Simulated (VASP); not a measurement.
Ti: single point with PBE

Crystal: Ti.

```
CELL_PARAMETERS angstrom
2.01490 2.01490 0.00000
-2.01490 2.01490 0.00000
0.00000 0.00000 4.23582
ATOMIC_POSITIONS crystal
Ti 0.00000 0.00000 0.00000
Ti 0.50000 0.50000 0.50000
```

This cell differs from its parent crystal: biaxial strain in the a-b plane: -2.0 %, then relaxed in part.

```json
{
  "Program": "VASP 6.6.1",
  "Task": "single point",
  "Functional": "PBE",
  "Potentials or basis": "VASP PAW PBE potentials, release 64 (Ti_sv)",
  "Cutoff": "520 eV",
  "k mesh": "18 × 18 × 12",
  "Occupations": "gaussian, width 0.1 eV",
  "Spin": "no spin polarisation",
  "Dipole correction": "no",
  "Further INCAR settings": "ALGO = Fast; EDIFF = 1e-07; NBANDS = 19"
}
```

```yaml
Pressure: 0.9 GPa
Band_gap_on_the_k_mesh: zero (bands 12 and 13 overlap by 1.29 eV)
```

Stress tensor (GPa, compression positive):
```
 1.45  0.00  0.00
 0.00  1.45  0.00
 0.00  0.00 -0.30
```

Levels at points of the mesh, in eV from the Fermi level:
```csv
k point,band 10,band 11,band 12,band 13,band 14,band 15
"(0.00, 0.00, 0.00)",-2.62,-1.66,0.62,1.03,1.03,2.29
"(0.50, 0.00, 0.00)",-2.01,-0.51,-0.51,-0.02,-0.02,1.79
"(0.50, 0.50, 0.00)",-2.59,-1.75,-1.75,3.21,3.21,3.59
"(0.00, 0.00, 0.50)",-3.93,-0.65,-0.65,0.93,0.93,2.17
"(0.50, 0.00, 0.50)",-2.60,0.56,0.56,0.67,0.67,0.99
"(0.50, 0.50, 0.50)",-1.65,-0.33,-0.33,-0.33,-0.33,2.08
```

It took 15 min on 1 thread of AMD EPYC 7R13, on a shared host, peak memory 0.29 GiB.

Caveat: the cell differs from its parent crystal (biaxial strain in the a-b plane: -2.0 %, then relaxed in part).
